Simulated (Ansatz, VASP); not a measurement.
# I in VASP and in Ansatz

```xyz
1
Lattice="0.0000 2.3656 3.9098 2.1922 0.0000 3.9098 2.1922 2.3656 0.0000" Properties=species:S:1:pos:R:3 pbc="T T T"
I     0.0000    0.0000    0.0000
```

Alike in both runs: task single point; functional PBE; k mesh 2 × 2 × 2; occupations gaussian, width 0.1 eV; no spin polarisation.

|  | VASP | Ansatz |
| --- | --- | --- |
| version | VASP 6.6.1 | Ansatz 0.2.0 |
| potentials or method | VASP PAW PBE potentials, release 64 (I), cutoff 500 eV | scalar-relativistic, plane waves, PAW |
| valence electrons in the cell | 7 | 17 |

Ansatz gave:

- gap on the k mesh at the Fermi level (eV): none
- pressure (GPa): 7.9
- traceless stress, the component that is largest in VASP (GPa): 6.06

Which values does VASP return?

gap on the k mesh at the Fermi level (eV): none; pressure (GPa): 7.9; traceless stress, the component that is largest in VASP (GPa): 6.05.

A gap of «none» marks a metal or a gap that the smearing closes. VASP's potentials hold 7 valence electrons a cell and Ansatz's 17, so a difference there can come from the potentials and not from the codes.

The k mesh is coarse, so the values compare programs but aren't converged. Spin-orbit coupling is off throughout.
